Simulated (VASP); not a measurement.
Write the native input for VASP 6.6.1 that does the following.

```
Task                   : single point
Functional             : PBE
Potentials or basis    : VASP PAW PBE potentials, release 64 (Ga_d, P, As)
Cutoff                 : 520 eV
k mesh                 : 10 × 6 × 6
Occupations            : gaussian, width 0.02 eV
Spin                   : no spin polarisation
Dipole correction      : no
Further INCAR settings : ALGO = Normal; EDIFF = 1e-06; NBANDS = 46
```

The structure of Ga4As3P lies in POSCAR:

```
Ga4As3P
1.0
    4.0191007000      0.0000000000      0.0000000000
    0.0000000000      4.0191657000      5.6854286000
    0.0000000000     -4.0191657000      5.6854286000
Ga P As
4 1 3
Direct
    0.0000000000      0.5076540000      0.9969920000
    0.5000000000      0.9952610000      0.9952610000
    0.5000000000      0.5002640000      0.5002640000
    0.0000000000      0.9969920000      0.5076540000
    0.0000000000      0.8749940000      0.8749940000
    0.5000000000      0.3748420000      0.8752120000
    0.0000000000      0.3747820000      0.3747820000
    0.5000000000      0.8752120000      0.3748420000
```

The input as run:

INCAR

```
SYSTEM = Ga4As3P
PREC     = Accurate       ! precision mode
ENCUT    = 520            ! plane-wave cutoff, eV
EDIFF    = 1E-6           ! SCF threshold, eV
ISMEAR   = 0              ! smearing method
SIGMA    = 0.02           ! smearing width, eV
LREAL    = .False.        ! projectors in reciprocal space
LASPH    = .True.         ! aspherical terms in the spheres
NELM     = 60             ! most SCF steps
ALGO     = Normal         ! electronic algorithm
ISIF     = 2              ! what is computed and relaxed
LWAVE    = .False.        ! write WAVECAR
LCHARG   = .False.        ! write CHGCAR
GGA      = PE             ! functional
NBANDS   = 46             ! bands
```

KPOINTS

```
Automatic mesh
0
Gamma
  10 6 6
  0 0 0
```

Potentials or basis: VASP PAW PBE potentials, release 64 (Ga_d, P, As).

The run is started by

```console
$ cat potpaw_PBE.64/Ga_d/POTCAR potpaw_PBE.64/P/POTCAR potpaw_PBE.64/As/POTCAR > POTCAR
$ mpirun -np 1 vasp_std > vasp.out
```

It gave:

The pressure is 0.2 GPa. The largest force is 0.017 eV/Å. The band gap on the k mesh is 0.44 eV.

Caveat: semilocal functionals underestimate gaps, and a narrow one can read as zero.

Run time: 8.3 min on 1 thread of AMD EPYC 9R14 (Zen 4), with other jobs on the host, peak memory 0.6 GiB.
